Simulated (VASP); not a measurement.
Crystal: Sn3S.

```xyz
4
Lattice="4.5785 0.0000 0.0000 0.0000 4.5785 0.0000 0.0000 0.0000 4.5785" Properties=species:S:1:pos:R:3 pbc="T T T"
Sn    0.0000    2.2893    2.2893
Sn    2.2893    0.0000    2.2893
Sn    2.2893    2.2893    0.0000
S     0.0000    0.0000    0.0000
```

* Program: VASP 6.6.1
* Task: relaxation of cell and atoms
* Functional: PBE
* Potentials or basis: VASP PAW PBE potentials, release 64 (Sn_d, S)
* Cutoff: 600 eV
* k mesh: 10 × 10 × 10
* Occupations: gaussian, width 0.1 eV
* Spin: no spin polarisation

At the start: pressure 3.7 GPa; volume 23.99 Å³/atom.

Task: Where does the relaxation end?

Result: Over 3 steps the energy falls by 17.2 meV/atom and the volume is 25.58 Å³/atom (+6.6 %); space group Pm-3m (No. 221, to 0.1 Å) before and after.

The path:
```csv
step,energy change (eV),largest force (eV/Å),pressure (GPa),volume (Å³)
1,0.0000,0.0000,3.68,95.98
2,-0.0655,0.0000,-0.70,103.83
3,-0.0688,0.0000,0.02,102.32
```

Final structure:
```
CELL_PARAMETERS angstrom
4.67718 0.00000 0.00000
0.00000 4.67718 0.00000
0.00000 0.00000 4.67718
ATOMIC_POSITIONS crystal
Sn 0.00000 0.50000 0.50000
Sn 0.50000 0.00000 0.50000
Sn 0.50000 0.50000 0.00000
S 0.00000 0.00000 0.00000
```
